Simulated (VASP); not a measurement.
**GaN: single point with LDA**

GaN:

```
CELL_PARAMETERS angstrom
0.00000 2.25350 2.25350
2.25350 0.00000 2.25350
2.25350 2.25350 0.00000
ATOMIC_POSITIONS crystal
Ga 0.00000 0.00000 0.00000
N 0.25000 0.25000 0.25000
```

```
Program                : VASP 6.6.1
Task                   : single point
Functional             : LDA
Potentials or basis    : VASP PAW LDA potentials, release 64 (Ga_d, N)
Cutoff                 : 520 eV
k mesh                 : 10 × 10 × 10
Occupations            : fermi-dirac, width 0.05 eV
Spin                   : no spin polarisation
Dipole correction      : no
Further INCAR settings : ALGO = Normal; EDIFF = 1e-07; NBANDS = 16
```

```json
{
  "Pressure": "-5.5 GPa",
  "Band gap on the k mesh": "1.75 eV, direct"
}
```

Levels at points of the mesh, in eV from the valence-band top:
| k point | band 7 | band 8 | band 9 | band 10 | band 11 | band 12 |
| --- | --- | --- | --- | --- | --- | --- |
| (0.00, 0.00, 0.00) | 0.00 | 0.00 | 0.00 | 1.75 | 10.11 | 10.11 |
| (0.50, 0.00, 0.00) | -7.12 | -0.98 | -0.98 | 4.54 | 8.60 | 10.20 |
| (0.50, 0.50, 0.00) | -6.20 | -2.73 | -2.73 | 3.25 | 6.48 | 11.50 |

It took 9.1 s on 1 thread of Intel(R) Xeon(R) Platinum 8488C (Sapphire Rapids) (shared host), peak memory 0.11 GiB.
